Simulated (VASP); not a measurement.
# Fe (Pm-3m) in VASP: further runs, part 2 of 2

VASP 6.6.1. The steps go on from the part before.

### Step 3. Single point, revPBE, collinear spin, ferromagnetic start

This run uses another cell than the first one, of 13.68 Å³/atom, 1.075 times its volume.

INCAR reads:

```
SYSTEM = Fe
  PREC = Accurate
  ENCUT = 520
  EDIFF = 1E-6
  ISMEAR = -1
  SIGMA = 0.05
  LREAL = .False.
  LASPH = .True.
  NELM = 150
  ALGO = Normal
  ISIF = 2
  LWAVE = .False.
  LCHARG = .True.
  ISPIN = 2
  MAGMOM = 2.447
  LORBIT = 11
  LMAXMIX = 4
  GGA = RE
  LELF = .True.
  LVHAR = .True.
  NBANDS = 14
```

KPOINTS reads:

```
regular mesh
0
Gamma
  21 21 21
  0 0 0
```

POSCAR reads:

```
Fe
1.0
    2.3914632608      0.0000000000      0.0000000000
    0.0000000000      2.3914632608      0.0000000000
    0.0000000000      0.0000000000      2.3914632608
Fe
1
Direct
    0.0000000000      0.0000000000      0.0000000000
```

Potentials or basis: VASP PAW PBE potentials, release 64 (Fe).

Launch:

```console
$ cat potpaw_PBE.64/Fe/POTCAR > POTCAR
$ mpirun -np 1 vasp_std > vasp.out
```

Wall time 66 s (1 thread of Intel Xeon Platinum 8259CL at 2.50GHz (Skylake/Cascade Lake), shared host); peak memory 0.19 GiB.

Results (log left out):

| Item | Value |
| --- | --- |
| Free energy | -7.1333 eV |
| Pressure | 0.3 GPa |
| Net moment | 2.49 μB per cell |
| Site moments | Fe +2.48 μB |
| Valence electrons inside the program's atomic spheres | Fe 7.12 |

Levels at points of the mesh, in eV from the Fermi level:
Spin up:
```tsv
k point	band 1	band 2	band 3	band 4	band 5	band 6	band 7	band 8	band 9	band 10
(0.00, 0.00, 0.00)	-7.68	-3.87	-3.87	-0.72	-0.72	-0.72	18.32	18.32	18.32	22.07
```
Spin down:
| k point | band 1 | band 2 | band 3 | band 4 | band 5 | band 6 | band 7 |
| --- | --- | --- | --- | --- | --- | --- | --- |
| (0.00, 0.00, 0.00) | -7.40 | -2.26 | -2.26 | 2.47 | 2.47 | 2.47 | 18.94 |

Caveat: the PAW data sets were made with another functional, which shifts forces and pressure a little.

### Step 4. Single point, revPBE (volume scaled by 0.92)

INCAR reads:

```
SYSTEM = Fe
  PREC = Accurate
  ENCUT = 600
  EDIFF = 1E-6
  ISMEAR = -1
  SIGMA = 0.1
  LREAL = .False.
  LASPH = .True.
  NELM = 120
  ALGO = Normal
  ISIF = 2
  LWAVE = .False.
  LCHARG = .False.
  GGA = RE
  NBANDS = 14
  GGA_COMPAT = .False.
```

KPOINTS reads:

```
Automatic mesh
0
Gamma
  15 15 15
  0 0 0
```

POSCAR reads:

```
Fe
1.0
    2.2201412597      0.0000000000      0.0000000000
    0.0000000000      2.2201412597      0.0000000000
    0.0000000000      0.0000000000      2.2201412597
Fe
1
Direct
    0.0000000000      0.0000000000      0.0000000000
```

Potentials or basis: VASP PAW PBE potentials, release 64 (Fe_sv).

Launch:

```console
$ cat potpaw_PBE.64/Fe_sv/POTCAR > POTCAR
$ mpirun -np 1 vasp_std > vasp.out
```

Run time: 17 s. Hardware: 1 thread of Intel Xeon Platinum 8375C at 2.90GHz (Ice Lake), shared host; peak memory 0.13 GiB.

It converged, with:

```
Free energy            : -6.7897 eV
Pressure               : 15.8 GPa
Band gap on the k mesh : zero (band 8 reaches 15.33 eV, above the bottom of band 9 at 12.36 eV)
```

Levels at points of the mesh, in eV from the Fermi level:
| k point | band 6 | band 7 | band 8 | band 9 | band 10 | band 11 |
| --- | --- | --- | --- | --- | --- | --- |
| (0.00, 0.00, 0.00) | -4.15 | -4.15 | 1.08 | 1.08 | 1.08 | 21.29 |

Caveat: the cell differs from its parent crystal (volume scaled by 0.92); the PAW data sets were made with another functional, which shifts forces and pressure a little; the run has no spin polarisation, though such a crystal can be magnetic.

### Step 5. Relaxation of cell and atoms, revPBE

INCAR reads:

```
SYSTEM = Fe
  PREC = Accurate
  ENCUT = 600
  EDIFF = 1E-7
  ISMEAR = -1
  SIGMA = 0.1
  LREAL = .False.
  LASPH = .True.
  NELM = 120
  ALGO = Normal
  ISIF = 3
  LWAVE = .False.
  LCHARG = .False.
  GGA = RE
  IBRION = 2
  NSW = 80
  EDIFFG = -0.01
  GGA_COMPAT = .False.
  NELMIN = 4
```

KPOINTS reads:

```
regular mesh
0
Gamma
  13 13 13
  0 0 0
```

POSCAR reads:

```
Fe
1.0
    2.3342634294      0.0000000000      0.0000000000
    0.0000000000      2.3342634294      0.0000000000
    0.0000000000      0.0000000000      2.3342634294
Fe
1
Direct
    0.0000000000      0.0000000000      0.0000000000
```

Potentials or basis: VASP PAW PBE potentials, release 64 (Fe_sv).

Launch:

```console
$ cat potpaw_PBE.64/Fe_sv/POTCAR > POTCAR
$ mpirun -np 1 vasp_std > vasp.out
```

OUTCAR:

```text
SYSTEM = Fe
   PREC = Accurate
   ENCUT = 600
   EDIFF = 1E-7
   ISMEAR = -1
   LREAL = .False.
   LASPH = .True.
   NELM = 120
   ISIF = 3
   GGA = RE
   IBRION = 2
   NSW = 80
   EDIFFG = -0.01
   NELMIN = 4

 ion  position               nearest neighbor table
   1  0.000  0.000  0.000-

  LATTYP: Found a simple cubic cell.
 ALAT       =     2.3342634294

  Lattice vectors:

 A1 = (   2.3342634294,   0.0000000000,   0.0000000000)
 A2 = (   0.0000000000,   2.3342634294,   0.0000000000)
 A3 = (   0.0000000000,   0.0000000000,   2.3342634294)

Analysis of symmetry for initial positions (statically):
=====================================================================
 Subroutine PRICEL returns:
[... 287 lines left out ...]
 val. band max:       11.9117800218   @ k =   0.3077   0.3077   0.0000
 cond. band min:      11.9389516123   @ k =   0.4615   0.2308   0.2308
 fundamental gap:      0.0271715905
 Fermi energy:        11.9162004115

 k-point     1 :       0.0000    0.0000    0.0000
  band No.  band energies     occupation
      1     -75.3311      2.00000
      2     -40.9896      2.00000
      3     -40.9896      2.00000
      4     -40.9896      2.00000
      5       3.6023      2.00000
      6       8.1419      2.00000
      7       8.1419      2.00000
      8      12.8906      0.00012
      9      12.8906      0.00012
     10      12.8906      0.00012
     11      32.3263      0.00000
     12      32.3263      0.00000
[... 331 lines left out ...]
 k-point    24 :       0.3846    0.3077    0.0000
  band No.  band energies     occupation
      1     -75.1925      2.00000
      2     -41.4870      2.00000
      3     -41.3534      2.00000
      4     -40.9057      2.00000
      5       7.7527      2.00000
      6       8.9831      2.00000
      7      11.4390      1.98321
      8      11.6983      1.79674
      9      12.0356      0.46526
     10      13.5169      0.00000
     11      20.1348      0.00000
     12      26.2160      0.00000

 [... further k-points ...]
[... 5 lines left out ...]
  --------------------------------------------------------------------------------------
  -------------------------------------------------------------------------------------
  Total        0.0027214      0.0027214      0.0027214      0.0000000      0.0000000     -0.0000000
  in kB        0.3716610      0.3716610      0.3716610      0.0000000      0.0000000     -0.0000000
  external PRESSURE =       0.3716610 kB  Pullay stress =       0.0000000 kB
[... 16 lines left out ...]
  FREE ENERGIE OF THE ION-ELECTRON SYSTEM (eV)
  ---------------------------------------------------
  free  energy   TOTEN  =        -6.8544496134 eV

  energy  without entropy=       -6.7762579582  energy(sigma->0) =       -6.81535379

 reached required accuracy - stopping structural energy minimisation
```

OSZICAR:

```text
N       E                     dE             d eps       ncg     rms          rms(c)
DAV:   1     0.221421206571E+03    0.22142E+03   -0.10581E+04  2036   0.215E+03
[... 39 lines left out ...]
DAV:   1    -0.685602209233E+01   -0.15895E-02   -0.24179E-02  2020   0.505E+00    0.369E-01
DAV:   2    -0.685481929597E+01    0.12028E-02   -0.98109E-03  2040   0.280E+00    0.163E-01
DAV:   3    -0.685446474398E+01    0.35455E-03   -0.10795E-03  2036   0.951E-01    0.357E-02
DAV:   4    -0.685445009052E+01    0.14653E-04   -0.17166E-05  2488   0.616E-02    0.410E-03
DAV:   5    -0.685444982096E+01    0.26956E-06   -0.77180E-07  2400   0.240E-02    0.123E-03
DAV:   6    -0.685444960771E+01    0.21325E-06   -0.17795E-08  1172   0.306E-03    0.819E-05
DAV:   7    -0.685444961337E+01   -0.56602E-08   -0.33995E-09  1040   0.119E-03
   4 F= -.68544496E+01 E0= -.68153538E+01  d E =-.474875E-01
```

CONTCAR:

```text
Fe
   1.00000000000000
     2.2722422204389079    0.0000000000000000    0.0000000000000000
     0.0000000000000000    2.2722422204389079   -0.0000000000000000
     0.0000000000000000    0.0000000000000000    2.2722422204389079
  Fe
     1
Direct
     0.0000000000000000    0.0000000000000000    0.0000000000000000

  0.00000000E+00  0.00000000E+00  0.00000000E+00
```

It took 29 s on 1 thread of Intel Xeon 6975P-C (Granite Rapids), shared host; peak memory 0.13 GiB.

What came out:

```
Free energy                            : -6.8544 eV
Relaxed volume                         : 11.73 Å³/atom
Relaxed cell                           : a = 2.272 Å, b = 2.272 Å, c = 2.272 Å, α = 90.00°, β = 90.00°, γ = 90.00°
Space group after relaxing (to 0.05 Å) : Pm-3m (No. 221)
Energy gained by relaxing              : 47.5 meV/atom
Ionic steps                            : 4
Pressure after relaxing                : 0.0 GPa
Band gap on the k mesh                 : zero (band 8 reaches 13.91 eV, above the bottom of band 9 at 11.33 eV)
```

Step by step:
| step | energy change (eV) | largest force (eV/Å) | pressure (GPa) | volume (Å³) |
| --- | --- | --- | --- | --- |
| 1 | 0.0000 | 0.0000 | -14.33 | 12.72 |
| 2 | 0.0185 | 0.0000 | 23.03 | 10.74 |
| 3 | -0.0475 | 0.0000 | -0.34 | 11.75 |
| 4 | -0.0475 | 0.0000 | 0.04 | 11.73 |

Final structure:
```
Fe
1.0
     2.27224    0.00000    0.00000
     0.00000    2.27224    0.00000
     0.00000    0.00000    2.27224
Fe
1
Direct
  0.00000 0.00000 0.00000
```

Caveat: the PAW data sets were made with another functional, which shifts forces and pressure a little; the run has no spin polarisation, though such a crystal can be magnetic. Spin polarisation is off, so any magnetic state and its effect on volume and gap are missing.

### Step 6. Single point, revPBE (volume scaled by 0.96)

INCAR reads:

```
SYSTEM = Fe
ALGO = Normal
EDIFF = 1E-6
ENCUT = 600
GGA = RE
GGA_COMPAT = .False.
ISIF = 2
ISMEAR = -1
LASPH = .True.
LCHARG = .False.
LREAL = .False.
LWAVE = .False.
NBANDS = 14
NELM = 120
PREC = Accurate
SIGMA = 0.1
```

KPOINTS reads:

```
k-points
0
Gamma
  15 15 15
  0 0 0
```

POSCAR reads:

```
Fe
1.0
    2.2518618490      0.0000000000      0.0000000000
    0.0000000000      2.2518618490      0.0000000000
    0.0000000000      0.0000000000      2.2518618490
Fe
1
Direct
    0.0000000000      0.0000000000      0.0000000000
```

Potentials or basis: VASP PAW PBE potentials, release 64 (Fe_sv).

Launch:

```console
$ cat potpaw_PBE.64/Fe_sv/POTCAR > POTCAR
$ mpirun -np 1 vasp_std > vasp.out
```

It used 16 s of CPU time on 1 thread of AMD EPYC 7R13 Processor (Zen 3), on a shared host.

It converged, with:

| Property | Result |
| --- | --- |
| Free energy | -6.8298 eV |
| Pressure | 5.2 GPa |
| Band gap on the k mesh | zero (band 8 reaches 14.47 eV, above the bottom of band 9 at 11.67 eV) |

Levels at points of the mesh, in eV from the Fermi level:
```tsv
k point	band 5	band 6	band 7	band 8	band 9	band 10	band 11	band 12
(0.00, 0.00, 0.00)	-8.47	-3.92	-3.92	1.01	1.01	1.01	20.75	20.75
```

Caveat: the cell differs from its parent crystal (volume scaled by 0.96); the PAW data sets were made with another functional, which shifts forces and pressure a little; the run has no spin polarisation, though such a crystal can be magnetic.

### Step 7. Summary

```csv
task,potentials or basis,spin,cell,k mesh,cutoff (eV),smearing,second run,gap on the mesh (eV),pressure (GPa),moment (μB),relaxed volume (Å³/atom)
relaxation of cell and atoms,"VASP PAW PBE potentials, release 64 (Fe)","collinear, ferromagnetic start","relaxed from a = 2.334 Å, 1 atom",13 × 13 × 13,600,fermi-dirac 0.05 eV,-,none,-0.1,2.47,13.65
single point,"VASP PAW PBE potentials, release 64 (Fe)","collinear, ferromagnetic start","a = 2.391 Å, 1 atom",21 × 21 × 21,520,fermi-dirac 0.05 eV,-,none,0.3,2.49,-
single point,"VASP PAW PBE potentials, release 64 (Fe_sv)",off,"a = 2.220 Å, 1 atom",15 × 15 × 15,600,fermi-dirac 0.1 eV,valence_matched,none,15.8,-,-
relaxation of cell and atoms,"VASP PAW PBE potentials, release 64 (Fe_sv)",off,"relaxed from a = 2.334 Å, 1 atom",13 × 13 × 13,600,fermi-dirac 0.1 eV,valence_matched,none,0.0,-,11.73
single point,"VASP PAW PBE potentials, release 64 (Fe_sv)",off,"a = 2.252 Å, 1 atom",15 × 15 × 15,600,fermi-dirac 0.1 eV,valence_matched,none,5.2,-,-
```

Alike in all rows: level revPBE.

Caveats: the PAW data sets were made with another functional, which shifts forces and pressure a little.

Absolute energies hang on the potentials; compare differences alone.
